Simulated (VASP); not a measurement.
A run of VASP 6.6.1:

INCAR

```
PREC = Accurate
ENCUT = 600
EDIFF = 1E-7
ISMEAR = 0
SIGMA = 0.1
LREAL = False
LASPH = True
NELM = 80
ALGO = Normal
ISIF = 3
LWAVE = False
LCHARG = False
GGA = PE
IBRION = 2
NSW = 90
EDIFFG = -0.04
```

The input KPOINTS:

```
regular mesh
0
Gamma
  9 9 4
```

POSCAR

```
Nb
1.0
    2.8376659320      0.0000000000      0.0000000000
   -1.4188329660      2.4574907846      0.0000000000
    0.0000000000      0.0000000000      5.3069538184
Nb
2
Direct
    0.3333333333      0.6666666667      0.2500000000
    0.6666666667      0.3333333333      0.7500000000
```

Potentials or basis: VASP PAW PBE potentials, release 64 (Nb_sv).

Run with:

```bash
$ cat potpaw_PBE.64/Nb_sv/POTCAR > POTCAR
$ mpirun -np 1 vasp_std > vasp.out
```

Hardware: 1 thread of Intel(R) Xeon(R) Platinum 8375C CPU @ 2.90GHz (Ice Lake) (shared host).

Task: How long does it take, and how much memory?

Result: Wall time 65 s on 1 thread of Intel(R) Xeon(R) Platinum 8375C CPU @ 2.90GHz (Ice Lake), with other jobs on the host, peak memory 0.18 GiB. Counts: scf iterations 45, k points 36, ion steps 4.
